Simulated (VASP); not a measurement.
# HgTe (F-43m) in VASP: notebook

HgTe is run at these levels: PBE; tasks: single point.

Everything below comes from runs of VASP 6.6.1. Logs are shortened: lines on timing, memory, paths and dates and some standing lists are left out, and cuts for length are marked.

### 1 The cell of the first run

The structure is cubic, space group F-43m (No. 216). Conventional cell: a = 6.490 Å, b = 6.490 Å, c = 6.490 Å, α = 90.00°, β = 90.00°, γ = 90.00°. Hg (site symmetry -43m) has 4 Te at 2.81 Å within 3.7 Å. Within 3.7 Å of Te (site symmetry -43m) lie 4 Hg at 2.81 Å.

### 2 Single point, PBE (34.17 Å³/atom)

File INCAR:

```
ALGO = Normal
EDIFF = 1E-7
ENCUT = 520
GGA = PE
ISIF = 2
ISMEAR = -1
LASPH = True
LCHARG = False
LREAL = False
LWAVE = False
NBANDS = 16
NELM = 100
PREC = Accurate
SIGMA = 0.03
```

File KPOINTS:

```
k-points
0
Gamma
  11 11 11
```

File POSCAR:

```
HgTe
1.0
    0.0000000000      3.2448483043      3.2448483043
    3.2448483043      0.0000000000      3.2448483043
    3.2448483043      3.2448483043      0.0000000000
Hg Te
1 1
Direct
    0.0000000000      0.0000000000      0.0000000000
    0.7500000000      0.7500000000      0.7500000000
```

Potentials or basis: VASP PAW PBE potentials, release 64 (Hg, Te).

Launch:

```sh
> cat potpaw_PBE.64/Hg/POTCAR potpaw_PBE.64/Te/POTCAR > POTCAR
> mpirun -np 1 vasp_std > vasp.out
```

OUTCAR:

```text
EDIFF = 1E-7
   ENCUT = 520
   GGA = PE
   ISIF = 2
   ISMEAR = -1
   LASPH = True
   LREAL = False
   NELM = 100
   PREC = Accurate

 ion  position               nearest neighbor table
   1  0.000  0.000  0.000-   2 2.81   2 2.81   2 2.81   2 2.81
   2  0.750  0.750  0.750-   1 2.81   1 2.81   1 2.81   1 2.81

  LATTYP: Found a face centered cubic cell.
 ALAT       =     6.4896966086

  Lattice vectors:

 A1 = (   0.0000000000,   3.2448483043,   3.2448483043)
 A2 = (   3.2448483043,   0.0000000000,   3.2448483043)
 A3 = (   3.2448483043,   3.2448483043,   0.0000000000)

Analysis of symmetry for initial positions (statically):
=====================================================================
 Subroutine PRICEL returns:
 Original cell was already a primitive cell.

 Routine SETGRP: Setting up the symmetry group for a
 face centered cubic supercell.

 Subroutine GETGRP returns: Found 24 space group operations
 (whereof 24 operations were pure point group operations)
 out of a pool of 48 trial point group operations.

The static configuration has the point symmetry T_d .

Analysis of symmetry for dynamics (positions and initial velocities):
=====================================================================
 Subroutine PRICEL returns:
 Original cell was already a primitive cell.

 Routine SETGRP: Setting up the symmetry group for a
 face centered cubic supercell.

 Subroutine GETGRP returns: Found 24 space group operations
 (whereof 24 operations were pure point group operations)
 out of a pool of 48 trial point group operations.

The dynamic configuration has the point symmetry T_d .

 Subroutine INISYM returns: Found 24 space group operations
 (whereof 24 operations are pure point group operations),
 and found     1 'primitive' translations

----------------------------------------------------------------------------------------

                                     Primitive cell

  volume of cell :      68.3303

  direct lattice vectors                    reciprocal lattice vectors
     0.000000000  3.244848304  3.244848304    -0.154090408  0.154090408  0.154090408
     3.244848304  0.000000000  3.244848304     0.154090408 -0.154090408  0.154090408
     3.244848304  3.244848304  0.000000000     0.154090408  0.154090408 -0.154090408

  length of vectors
     4.588908480  4.588908480  4.588908480     0.266892416  0.266892416  0.266892416

  position of ions in fractional coordinates (direct lattice)
[... 78 lines left out ...]
   NELM   =    100;   NELMIN=  2; NELMDL= -5     # of ELM steps
   EDIFF  = 0.1E-06   stopping-criterion for ELM
   LREAL  =      F    real-space projection
   EDIFFG = 0.1E-05   stopping-criterion for IOM
   NSW    =      0    number of steps for IOM
   IBRION =     -1    ionic relax: 0-MD 1-quasi-New 2-CG
   NFREE  =      0    steps in history (QN), initial steepest desc. (CG)
   ISIF   =      2    stress and relaxation
   ISYM   =      2    0-nonsym 1-usesym 2-fastsym
   POTIM  = 0.5000    time-step for ionic-motion
   TEBEG  =    0.0;   TEEND  =   0.0 temperature during run
   PSTRESS=    0.0 pullay stress
   NELECT =      18.0000    total number of electrons
   NUPDOWN=      -1.0000    fix difference up-down
   EMIN   =  10.00;   EMAX   =-10.00  energy-range for DOS
   EFERMI =   0.00;   METHOD = LEGACY
   ISMEAR =    -1;   SIGMA  =   0.03  broadening in eV -4-tet -1-fermi 0-gaus
   EFERMI_NEDOS =   21; number of points for ismear=-14 and -15
   IALGO  =     38    algorithm
   IMIX   =      4    mixing-type and parameters
     AMIX     =   0.40;   BMIX     =  1.00
     AMIX_MAG =   1.60;   BMIX_MAG =  1.00
  volume/ion in A,a.u.               =      34.17       230.56
  Fermi-wavevector in a.u.,A,eV,Ry     =   1.049449  1.983171 14.984679  1.101343
  Thomas-Fermi vector in A             =   2.184412
   LORBIT       =      0    0 simple, 1 ext, 2 COOP (PROOUT), +10 PAW based schemes
   GGA     = PE    functional components
   LHFCALC =     F    Hartree Fock is set to
   AEXX    =    0.0000 exact exchange contribution
   IVDW    =     0    specifies the selected vdW correction
   LEPSILON=     F    determine dielectric tensor
   LRPA    =     F    only Hartree local field effects (RPA)
 non-spin polarized calculation
  energy-cutoff  :      520.00
  volume of cell :       68.33
 maximum number of plane-waves:      1862
 NGX is ok and might be reduce to    36
   NGX = 17   NGY = 17   NGZ = 17

 number of electron      18.0000002 magnetization

 Free energy of the ion-electron system (eV)
  ---------------------------------------------------
  ext. energy  EPLUGINS =         0.00000000
  ---------------------------------------------------
  free energy    TOTEN  =        -3.60290300 eV

  energy without entropy =       -3.60275943  energy(sigma->0) =       -3.60283122

 E-fermi :   3.0055     XC(G=0):  -8.6892

 val. band max:        2.9711600026   @ k =   0.0000   0.0000   0.0000
 cond. band min:       3.4451263050   @ k =   0.0909   0.0000   0.0000
 fundamental gap:      0.4739663024
 Fermi energy:         3.0055084364

 k-point     1 :       0.0000    0.0000    0.0000
  band No.  band energies     occupation
      1      -8.9305      2.00000
      2      -4.3138      2.00000
      3      -4.3138      2.00000
      4      -4.3138      2.00000
      5      -3.7981      2.00000
      6      -3.7981      2.00000
[... 433 lines left out ...]
      3      -4.2037      2.00000
      4      -4.1022      2.00000
      5      -3.8196      2.00000
      6      -3.7720      2.00000
[... 8 lines left out ...]
     15      12.1141      0.00000
     16      12.3890      0.00000

 [... further k-points ...]

------------------------ aborting loop because EDIFF is reached ----------------------------------------

  FORCE on cell =-STRESS in cart. coord.  units (eV):
  Direction    XX          YY          ZZ          XY          YZ          ZX
  --------------------------------------------------------------------------------------
  -------------------------------------------------------------------------------------
  Total        1.3275866      1.3275866      1.3275866     -0.0000000      0.0000000     -0.0000000
  in kB       31.1286471     31.1286471     31.1286471     -0.0000000      0.0000000     -0.0000000
  external PRESSURE =      31.1286471 kB  Pullay stress =       0.0000000 kB

 VOLUME and BASIS-vectors are now :
 -----------------------------------------------------------------------------
  energy-cutoff  :      520.00
  volume of cell :       68.33
      direct lattice vectors                 reciprocal lattice vectors
     0.000000000  3.244848304  3.244848304    -0.154090408  0.154090408  0.154090408
     3.244848304  0.000000000  3.244848304     0.154090408 -0.154090408  0.154090408
     3.244848304  3.244848304  0.000000000     0.154090408  0.154090408 -0.154090408

 POSITION                                       TOTAL-FORCE (eV/Angst)
 -----------------------------------------------------------------------------------
      0.00000      0.00000      0.00000        -0.000000     -0.000000     -0.000000
      4.86727      4.86727      4.86727         0.000000      0.000000      0.000000
 -----------------------------------------------------------------------------------
    total drift:                                0.000000      0.000000      0.000000

  FREE ENERGIE OF THE ION-ELECTRON SYSTEM (eV)
  ---------------------------------------------------
  free  energy   TOTEN  =        -3.6029030011 eV

  energy  without entropy=       -3.6027594319  energy(sigma->0) =       -3.60283122
```

stdout:

```text
POSCAR found type information on POSCAR HgTe
 POSCAR found :  2 types and       2 ions
 scaLAPACK will be used
 LDA part: xc-table for (Slater+PW92), standard interpolation
 POSCAR, INCAR and KPOINTS ok, starting setup
 FFT: planning ... GRIDC
 FFT: planning ... GRID_SOFT
 FFT: planning ... GRID
 WAVECAR not read
 entering main loop
```

Wall time 98 s (1 thread of Intel Xeon 8259CL, shared host); peak memory 0.24 GiB.

Results:

* Free energy: -3.6029 eV
* Pressure: 3.1 GPa
* Band gap on the k mesh: zero (filled and empty bands touch)

Caveat: the cell stands under pressure; semilocal functionals underestimate gaps, so a narrow gap can read as zero; spin-orbit coupling is left out, which moves the levels of the heavy elements.

### 3 Single point, PBE (34.84 Å³/atom)

This run uses another cell than the first one, of 34.84 Å³/atom.

File INCAR:

```
SYSTEM = HgTe
PREC = Accurate
ENCUT = 520
EDIFF = 1E-7
ISMEAR = -1
SIGMA = 0.03
LREAL = .False.
LASPH = .True.
NELM = 100
ALGO = Normal
ISIF = 2
LWAVE = .False.
LCHARG = .False.
GGA = PE
NBANDS = 16
```

File KPOINTS:

```
Automatic mesh
0
Gamma
  11 11 11
  0 0 0
```

File POSCAR:

```
HgTe
1.0
    0.0000000000      3.2659193382      3.2659193382
    3.2659193382      0.0000000000      3.2659193382
    3.2659193382      3.2659193382      0.0000000000
Hg Te
1 1
Direct
    0.0000000000      0.0000000000      0.0000000000
    0.7500000000      0.7500000000      0.7500000000
```

Potentials or basis: VASP PAW PBE potentials, release 64 (Hg, Te).

Launch:

```sh
> cat potpaw_PBE.64/Hg/POTCAR potpaw_PBE.64/Te/POTCAR > POTCAR
> mpirun -np 1 vasp_std > vasp.out
```

Wall time 81 s (1 thread of Intel Xeon 8259CL, shared host); peak memory 0.24 GiB.

Results (log left out):

```yaml
Free_energy: -3.6253 eV
Pressure: 2.2 GPa
Band_gap_on_the_k_mesh: zero (filled and empty bands touch)
```

Levels at points of the mesh, in eV from the Fermi level:
```tsv
k point	band 7	band 8	band 9	band 10	band 11	band 12
(0.00, 0.00, 0.00)	-0.84	-0.04	-0.04	-0.04	4.25	4.25
```

Caveat: semilocal functionals underestimate gaps, so a narrow gap can read as zero; spin-orbit coupling is left out, which moves the levels of the heavy elements.

### 4 Single point, PBE (35.50 Å³/atom)

This run uses another cell than the first one, of 35.50 Å³/atom.

File INCAR:

```
SYSTEM = HgTe
PREC = Accurate
ENCUT = 520
EDIFF = 1E-6
ISMEAR = -1
SIGMA = 0.03
LREAL = .FALSE.
LASPH = .TRUE.
NELM = 80
ALGO = Normal
ISIF = 2
LWAVE = .FALSE.
LCHARG = .FALSE.
GGA = PE
NBANDS = 16
```

File KPOINTS:

```
regular mesh
0
G
  11 11 11
  0 0 0
```

File POSCAR:

```
HgTe
1.0
    0.0000000000      3.2867219331      3.2867219331
    3.2867219331      0.0000000000      3.2867219331
    3.2867219331      3.2867219331      0.0000000000
Hg Te
1 1
Direct
    0.0000000000      0.0000000000      0.0000000000
    0.7500000000      0.7500000000      0.7500000000
```

Launch:

```sh
> cat potpaw_PBE.64/Hg/POTCAR potpaw_PBE.64/Te/POTCAR > POTCAR
> mpirun -np 1 vasp_std > vasp.out
```

Run time: 81 s. Hardware: 1 thread of Intel Xeon 8259CL, shared host; peak memory 0.24 GiB.

The run converged. Its results:

```yaml
Free_energy: -3.6404 eV
Pressure: 1.4 GPa
Band_gap_on_the_k_mesh: zero (filled and empty bands touch)
```

Levels at points of the mesh, in eV from the Fermi level:
| k point | band 7 | band 8 | band 9 | band 10 | band 11 | band 12 |
| --- | --- | --- | --- | --- | --- | --- |
| (0.00, 0.00, 0.00) | -0.88 | -0.04 | -0.04 | -0.04 | 4.28 | 4.28 |

Caveat: semilocal functionals underestimate gaps, so a narrow gap can read as zero; spin-orbit coupling is left out, which moves the levels of the heavy elements.

### 5 Summary

| cell | gap on the mesh (eV) | pressure (GPa) |
| --- | --- | --- |
| a = 4.589 Å, angles 60.0°, 2 atoms | none | 3.1 |
| a = 4.619 Å, angles 60.0°, 2 atoms | none | 2.2 |
| a = 4.648 Å, angles 60.0°, 2 atoms | none | 1.4 |

Alike in all rows: task single point; level PBE; potentials or basis VASP PAW PBE potentials, release 64 (Hg, Te); no spin polarisation; k mesh 11 × 11 × 11; cutoff (eV) 520; smearing fermi-dirac 0.03 eV.

Caveats: semilocal functionals underestimate gaps, so a narrow gap can read as zero; spin-orbit coupling is left out, which moves the levels of the heavy elements; the cell stands under pressure (at least some runs).

Absolute energies hang on the potentials; compare differences alone.
